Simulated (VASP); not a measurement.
# Sc (P6_3/mmc) in VASP: single point with PBEsol

Aim: the single point of Sc with PBEsol.

Program: VASP 6.6.1. These are calculated values, not measurements. Logs are shortened: lines on timing, memory, paths and dates and some standing lists are left out, and cuts for length are marked.

## 1. The cell of the first run

Symmetry: P6_3/mmc, No. 194, hexagonal system. The conventional cell has a = 3.335 Å, b = 3.335 Å, c = 5.403 Å, α = 90.00°, β = 90.00°, γ = 120.00°. Within 4.4 Å of Sc (site symmetry -6m2) lie 12 Sc at 3.32 to 3.33 Å.

## 2. Single point, PBEsol, collinear spin (26.01 Å³/atom)

The input, INCAR:

```
SYSTEM = Sc
PREC     = Accurate       ! precision mode
ENCUT    = 500            ! plane-wave cutoff, eV
EDIFF    = 1E-6           ! SCF threshold, eV
ISMEAR   = -1             ! smearing method
SIGMA    = 0.08           ! smearing width, eV
LREAL    = .False.        ! projectors in reciprocal space
LASPH    = .True.         ! aspherical terms in the spheres
NELM     = 200            ! most SCF steps
ALGO     = Normal         ! electronic algorithm
ISIF     = 2              ! what is computed and relaxed
LWAVE    = .False.        ! write WAVECAR
LCHARG   = .False.        ! write CHGCAR
ISPIN    = 2              ! spin polarisation
MAGMOM   = 1 1            ! initial moments
LORBIT   = 11             ! projections on sites
LMAXMIX  = 4              ! l up to which the mixer works
GGA      = PS             ! functional
NBANDS   = 22             ! bands
GGA_COMPAT= .False.
```

The input, KPOINTS:

```
regular mesh
0
Gamma
  14 14 8
  0 0 0
```

The input, POSCAR:

```
Sc
1.0
    3.3345355097      0.0000000000      0.0000000000
   -1.6672677548      2.8877924612      0.0000000000
    0.0000000000      0.0000000000      5.4027458635
Sc
2
Direct
    0.3333333333      0.6666666667      0.2500000000
    0.6666666667      0.3333333333      0.7500000000
```

Potentials or basis: VASP PAW PBE potentials, release 64 (Sc_sv).

Started as:

```sh
cat potpaw_PBE.64/Sc_sv/POTCAR > POTCAR
mpirun -np 1 vasp_std > vasp.out
```

OUTCAR:

```text
SYSTEM = Sc
   PREC = Accurate
   ENCUT = 500
   EDIFF = 1E-6
   ISMEAR = -1
   LREAL = .False.
   LASPH = .True.
   NELM = 200
   ISIF = 2
   ISPIN = 2
   LORBIT = 11
   GGA = PS

 ion  position               nearest neighbor table
   1  0.333  0.667  0.250-   2 3.32   2 3.32   2 3.32   2 3.32   2 3.32   2 3.32
   2  0.667  0.333  0.750-   1 3.32   1 3.32   1 3.32   1 3.32   1 3.32   1 3.32

  LATTYP: Found a hexagonal cell.
 ALAT       =     3.3345355097
 C/A-ratio  =     1.6202394150

  Lattice vectors:

 A1 = (   3.3345355097,   0.0000000000,   0.0000000000)
 A2 = (  -1.6672677548,   2.8877924612,   0.0000000000)
 A3 = (   0.0000000000,   0.0000000000,   5.4027458635)

Analysis of symmetry for initial positions (statically):
=====================================================================
 Subroutine PRICEL returns:
 Original cell was already a primitive cell.

 Routine SETGRP: Setting up the symmetry group for a
 hexagonal supercell.

 Subroutine GETGRP returns: Found 24 space group operations
 (whereof 12 operations were pure point group operations)
 out of a pool of 24 trial point group operations.

The static configuration has the point symmetry D_3d.
 The point group associated with its full space group is D_6h.

Analysis of symmetry for dynamics (positions and initial velocities):
=====================================================================
 Subroutine PRICEL returns:
 Original cell was already a primitive cell.

 Routine SETGRP: Setting up the symmetry group for a
 hexagonal supercell.

 Subroutine GETGRP returns: Found 24 space group operations
 (whereof 12 operations were pure point group operations)
 out of a pool of 24 trial point group operations.

The dynamic configuration has the point symmetry D_3d.
 The point group associated with its full space group is D_6h.

Analysis of structural, dynamic, and magnetic symmetry:
=====================================================================
 Subroutine PRICEL returns:
 Original cell was already a primitive cell.

 Routine SETGRP: Setting up the symmetry group for a
 hexagonal supercell.

 Subroutine GETGRP returns: Found 24 space group operations
 (whereof 12 operations were pure point group operations)
 out of a pool of 24 trial point group operations.

The overall configuration has the point symmetry D_3d.
 The point group associated with its full space group is D_6h.

 Subroutine INISYM returns: Found 24 space group operations
 (whereof 12 operations are pure point group operations),
 and found     1 'primitive' translations

----------------------------------------------------------------------------------------

                                     Primitive cell

  volume of cell :      52.0255

  direct lattice vectors                    reciprocal lattice vectors
     3.334535510  0.000000000  0.000000000     0.299891843  0.173142636  0.000000000
    -1.667267755  2.887792461  0.000000000     0.000000000  0.346285273  0.000000000
     0.000000000  0.000000000  5.402745863     0.000000000  0.000000000  0.185091068

  length of vectors
     3.334535510  3.334535510  5.402745863     0.346285273  0.346285273  0.185091068

  position of ions in fractional coordinates (direct lattice)
     0.333333333  0.666666667  0.250000000
     0.666666667  0.333333333  0.750000000

  ion indices of the primitive-cell ions
   primitive index   ion index
                 1           1
                 2           2

----------------------------------------------------------------------------------------

 KPOINTS: regular mesh

Automatic generation of k-mesh.
 Grid dimensions read from file:
 generate k-points for:   14   14    8

 Generating k-lattice:

  Cartesian coordinates                     Fractional coordinates (reciprocal lattice)
     0.021420846  0.012367331  0.000000000     0.071428571 -0.000000000  0.000000000
     0.000000000  0.024734662  0.000000000     0.000000000  0.071428571  0.000000000
     0.000000000  0.000000000  0.023136383     0.000000000  0.000000000  0.125000000

  Length of vectors
     0.024734662  0.024734662  0.023136383

  Shift w.r.t. Gamma in fractional coordinates (k-lattice)
     0.000000000  0.000000000  0.000000000

 Subroutine IBZKPT returns following result:
 ===========================================

 Found    120 irreducible k-points:

 Following reciprocal coordinates:
            Coordinates               Weight
  0.000000  0.000000  0.000000      1.000000
  0.071429  0.000000  0.000000      6.000000
  0.142857  0.000000  0.000000      6.000000
  0.214286  0.000000  0.000000      6.000000
  0.285714  0.000000  0.000000      6.000000
  0.357143  0.000000  0.000000      6.000000
[... 16 lines left out ...]
  0.285714  0.285714  0.000000      6.000000
  0.357143  0.285714  0.000000      6.000000
 [... further k-points ...]
   k-points           NKPTS =    120   k-points in BZ     NKDIM =    120   number of bands    NBANDS=     22
   number of dos      NEDOS =    301   number of ions     NIONS =      2
   total plane-waves  NPLWV =  23040
   dimension x,y,z NGX =    24 NGY =   24 NGZ =   40
   dimension x,y,z NGXF=    48 NGYF=   48 NGZF=   80
   ions per type =               2
   NGX,Y,Z   is equivalent  to a cutoff of  11.97, 11.97, 12.31 a.u.
   NGXF,Y,Z  is equivalent  to a cutoff of  23.93, 23.93, 24.62 a.u.
 SYSTEM =  Sc
   PREC   = accura    normal or accurate (medium, high low for compatibility)
   ISTART =      0    job   : 0-new  1-cont  2-samecut
   ICHARG =      2    charge: 1-file 2-atom 10-const
   ISPIN  =      2    spin polarized calculation?
   LNONCOLLINEAR =      F non collinear calculations
   LSORBIT =      F    spin-orbit coupling
   LASPH  =      T    aspherical Exc in radial PAW
   ENCUT  =  500.0 eV  36.75 Ry    6.06 a.u.   6.08  6.08  9.85*2*pi/ulx,y,z
   NELM   =    200;   NELMIN=  2; NELMDL= -5     # of ELM steps
   EDIFF  = 0.1E-05   stopping-criterion for ELM
   LREAL  =      F    real-space projection
[... 7 lines left out ...]
   TEBEG  =    0.0;   TEEND  =   0.0 temperature during run
   PSTRESS=    0.0 pullay stress
   NELECT =      22.0000    total number of electrons
   NUPDOWN=      -1.0000    fix difference up-down
   EMIN   =  10.00;   EMAX   =-10.00  energy-range for DOS
   EFERMI =   0.00;   METHOD = LEGACY
   ISMEAR =    -1;   SIGMA  =   0.08  broadening in eV -4-tet -1-fermi 0-gaus
   EFERMI_NEDOS =   21; number of points for ismear=-14 and -15
   IALGO  =     38    algorithm
   IMIX   =      4    mixing-type and parameters
     AMIX     =   0.40;   BMIX     =  1.00
     AMIX_MAG =   1.60;   BMIX_MAG =  1.00
  volume/ion in A,a.u.               =      26.01       175.54
  Fermi-wavevector in a.u.,A,eV,Ry     =   1.228788  2.322073 20.543721  1.509921
  Thomas-Fermi vector in A             =   2.363700
   LORBIT       =     11    0 simple, 1 ext, 2 COOP (PROOUT), +10 PAW based schemes
   GGA     = PS    functional components
   LHFCALC =     F    Hartree Fock is set to
   AEXX    =    0.0000 exact exchange contribution
   IVDW    =     0    specifies the selected vdW correction
   LEPSILON=     F    determine dielectric tensor
   LRPA    =     F    only Hartree local field effects (RPA)
 spin polarized calculation
  energy-cutoff  :      500.00
  volume of cell :       52.03
 maximum number of plane-waves:      1338
   NGX = 13   NGY = 13   NGZ = 19

 number of electron      22.0000008 magnetization      -0.0068745

 number of electron      22.0000008 magnetization       0.0010710

 Free energy of the ion-electron system (eV)
  ---------------------------------------------------
  ext. energy  EPLUGINS =         0.00000000
  ---------------------------------------------------
  free energy    TOTEN  =       -13.17363030 eV

  energy without entropy =      -13.08237401  energy(sigma->0) =      -13.12800216

 E-fermi :   3.2760     XC(G=0):  -9.7727

 val. band max:        3.2755704900   @ k =   0.1429   0.0000   0.0000
 cond. band min:       3.2796017536   @ k =   0.2143   0.2143   0.2500
 fundamental gap:      0.0040312636
 Fermi energy:         3.2760275102

 spin component 1

 k-point     1 :       0.0000    0.0000    0.0000
  band No.  band energies     occupation
      1     -46.0788      1.00000
      2     -46.0296      1.00000
      3     -24.9397      1.00000
      4     -24.6535      1.00000
      5     -24.6535      1.00000
      6     -24.6074      1.00000
[... 14 lines left out ...]
     21       9.5966      0.00000
     22      15.2091      0.00000

 k-point     2 :       0.0714    0.0000    0.0000
  band No.  band energies     occupation
      1     -46.0768      1.00000
      2     -46.0287      1.00000
      3     -24.9342      1.00000
      4     -24.6657      1.00000
      5     -24.6575      1.00000
      6     -24.6201      1.00000
[... 542 lines left out ...]
 k-point    24 :       0.3571    0.2857    0.0000
  band No.  band energies     occupation
      1     -46.0221      1.00000
      2     -46.0181      1.00000
      3     -24.8559      1.00000
      4     -24.8048      1.00000
      5     -24.7998      1.00000
      6     -24.7461      1.00000
[... 14 lines left out ...]
     21       8.8141      0.00000
     22      11.5584      0.00000

 [... further k-points ...]

 spin component 2

 k-point     1 :       0.0000    0.0000    0.0000
  band No.  band energies     occupation
      1     -46.0786      1.00000
      2     -46.0294      1.00000
      3     -24.9395      1.00000
      4     -24.6533      1.00000
      5     -24.6533      1.00000
      6     -24.6072      1.00000
[... 14 lines left out ...]
     21       9.5969      0.00000
     22      15.2096      0.00000

 k-point     2 :       0.0714    0.0000    0.0000
  band No.  band energies     occupation
      1     -46.0765      1.00000
      2     -46.0285      1.00000
      3     -24.9340      1.00000
      4     -24.6655      1.00000
      5     -24.6572      1.00000
      6     -24.6198      1.00000
[... 542 lines left out ...]
 k-point    24 :       0.3571    0.2857    0.0000
  band No.  band energies     occupation
      1     -46.0219      1.00000
      2     -46.0179      1.00000
      3     -24.8557      1.00000
      4     -24.8045      1.00000
      5     -24.7996      1.00000
      6     -24.7459      1.00000
[... 14 lines left out ...]
     21       8.8145      0.00000
     22      11.5587      0.00000

 [... further k-points ...]
[... 5 lines left out ...]
  --------------------------------------------------------------------------------------
  -------------------------------------------------------------------------------------
  Total       -1.1985643     -1.1985643     -1.9584019     -0.0000000      0.0000000      0.0000000
  in kB      -36.9110213    -36.9110213    -60.3110011     -0.0000000      0.0000000      0.0000000
  external PRESSURE =     -44.7110146 kB  Pullay stress =       0.0000000 kB

 VOLUME and BASIS-vectors are now :
 -----------------------------------------------------------------------------
  energy-cutoff  :      500.00
  volume of cell :       52.03
      direct lattice vectors                 reciprocal lattice vectors
     3.334535510  0.000000000  0.000000000     0.299891843  0.173142636  0.000000000
    -1.667267755  2.887792461  0.000000000     0.000000000  0.346285273  0.000000000
     0.000000000  0.000000000  5.402745863     0.000000000  0.000000000  0.185091068

 POSITION                                       TOTAL-FORCE (eV/Angst)
 -----------------------------------------------------------------------------------
     -0.00000      1.92519      1.35069         0.000000      0.000000      0.000000
      1.66727      0.96260      4.05206        -0.000000     -0.000000      0.000000
 -----------------------------------------------------------------------------------
    total drift:                               -0.000000      0.000000     -0.000000

  FREE ENERGIE OF THE ION-ELECTRON SYSTEM (eV)
  ---------------------------------------------------
  free  energy   TOTEN  =       -13.1736303039 eV

  energy  without entropy=      -13.0823740078  energy(sigma->0) =      -13.12800216

 total charge

# of ion       s       p       d       tot
------------------------------------------
    1        2.267   6.096   0.969   9.332
    2        2.267   6.096   0.969   9.332
--------------------------------------------------
tot          4.533  12.193   1.937  18.664

 magnetization (x)

# of ion       s       p       d       tot
------------------------------------------
    1        0.000   0.000   0.000   0.000
    2        0.000   0.000   0.000   0.000
--------------------------------------------------
tot          0.000   0.000   0.000   0.001
```

Run time: 2 min. Hardware: 1 thread of Intel Xeon 6975P-C (Granite Rapids), shared host; peak memory 0.3 GiB.

What came out:

* Free energy: -13.1736 eV
* Pressure: -4.5 GPa
* Band gap on the k mesh: zero (filled and empty bands overlap)
* Net moment: 0.00 μB per cell
* Valence electrons inside the program's atomic spheres: Sc 9.33

Levels at points of the mesh, in eV from the Fermi level:
Spin up:
```
           k point  band 9  band 10  band 11  band 12  band 13  band 14
(0.00, 0.00, 0.00)   -5.04    -1.66     0.25     1.55     1.55     1.55
(0.50, 0.00, 0.00)   -1.55    -0.99    -0.65    -0.27     1.10     1.41
(0.00, 0.00, 0.50)   -3.63    -3.63     0.80     0.80     1.51     1.51
(0.50, 0.00, 0.50)   -1.41    -1.41     0.02     0.02     1.16     1.16
```
Spin down:
| k point | band 8 | band 9 | band 10 | band 11 | band 12 | band 13 | band 14 | band 15 |
| --- | --- | --- | --- | --- | --- | --- | --- | --- |
| (0.00, 0.00, 0.00) | -27.88 | -5.04 | -1.66 | 0.25 | 1.55 | 1.55 | 1.55 | 1.91 |
| (0.50, 0.00, 0.00) | -27.93 | -1.55 | -0.99 | -0.65 | -0.26 | 1.10 | 1.41 | 1.61 |
| (0.00, 0.00, 0.50) | -27.91 | -3.63 | -3.63 | 0.80 | 0.80 | 1.51 | 1.51 | 1.51 |
| (0.50, 0.00, 0.50) | -27.96 | -1.41 | -1.41 | 0.02 | 0.02 | 1.16 | 1.16 | 2.32 |

Caveat: the cell stands under tension; the PAW data sets were made with another functional, which shifts forces and pressure a little.
